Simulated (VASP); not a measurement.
A run of VASP 6.6.1:

INCAR

```
SYSTEM = Na
  PREC = Accurate
  ENCUT = 520
  EDIFF = 1E-6
  ISMEAR = -1
  SIGMA = 0.05
  LREAL = .FALSE.
  LASPH = .TRUE.
  NELM = 60
  ALGO = Normal
  ISIF = 2
  LWAVE = .FALSE.
  LCHARG = .FALSE.
  GGA = PS
  NBANDS = 22
```

KPOINTS

```
Automatic mesh
0
G
  8 8 3
  0 0 0
```

The input POSCAR:

```
Na
1.0
    3.6503718133      0.0000000000      0.0000000000
   -1.8251859066      3.1613147235      0.0000000000
    0.0000000000      0.0000000000     12.3678775047
Na
4
Direct
    0.6666666667      0.3333333333      0.7500000000
    0.0000000000      0.0000000000      0.5000000000
    0.3333333333      0.6666666667      0.2500000000
    0.0000000000      0.0000000000      0.0000000000
```

Potentials or basis: VASP PAW PBE potentials, release 64 (Na_pv).

Launch:

```console
$ cat potpaw_PBE.64/Na_pv/POTCAR > POTCAR
$ mpirun -np 1 vasp_std > vasp.out
```

Hardware: 1 thread of Intel(R) Xeon(R) Platinum 8488C (Sapphire Rapids), with other jobs on the host.

Question: How long does it take, and how much memory?

Answer: It took 30 s on 1 thread of Intel(R) Xeon(R) Platinum 8488C (Sapphire Rapids), on a shared host, peak memory 0.26 GiB. Counts: scf iterations 10, k points 20.
